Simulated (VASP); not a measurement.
Input of a VASP 6.6.1 run:

The input INCAR:

```
SYSTEM = AlSn
  PREC = Accurate
  ENCUT = 520
  EDIFF = 1E-6
  ISMEAR = -1
  SIGMA = 0.05
  LREAL = .FALSE.
  LASPH = .TRUE.
  NELM = 100
  ALGO = Fast
  ISIF = 2
  LWAVE = .FALSE.
  LCHARG = .TRUE.
  GGA = RP
  IVDW = 13
  LELF = .TRUE.
  LVHAR = .TRUE.
  NBANDS = 16
```

KPOINTS

```
regular mesh
0
G
  7 7 8
  0 0 0
```

The input POSCAR:

```
AlSn
1.0
    4.1082527043      0.0000000000      0.0000000000
   -2.0541263521      3.5578512071      0.0000000000
    0.0000000000      0.0000000000      3.2884997969
Sn Al
1 1
Direct
    0.3333333333      0.6666666667      0.5000000000
    0.0000000000      0.0000000000      0.0000000000
```

Potentials or basis: VASP PAW PBE potentials, release 64 (Sn_d, Al).

Command:

```bash
$ cat potpaw_PBE.64/Sn_d/POTCAR potpaw_PBE.64/Al/POTCAR > POTCAR
$ mpirun -np 1 vasp_std > vasp.out
```

(1) Estimate the dispersion energy per atom.

(2) Estimate the pressure.

## Answers

(1) -0.632 eV.

(2) -0.1 GPa.

Caveat: the PAW data sets were made with another functional, which shifts forces and pressure a little; pairwise dispersion overbinds metals, which lowers pressure and volume.
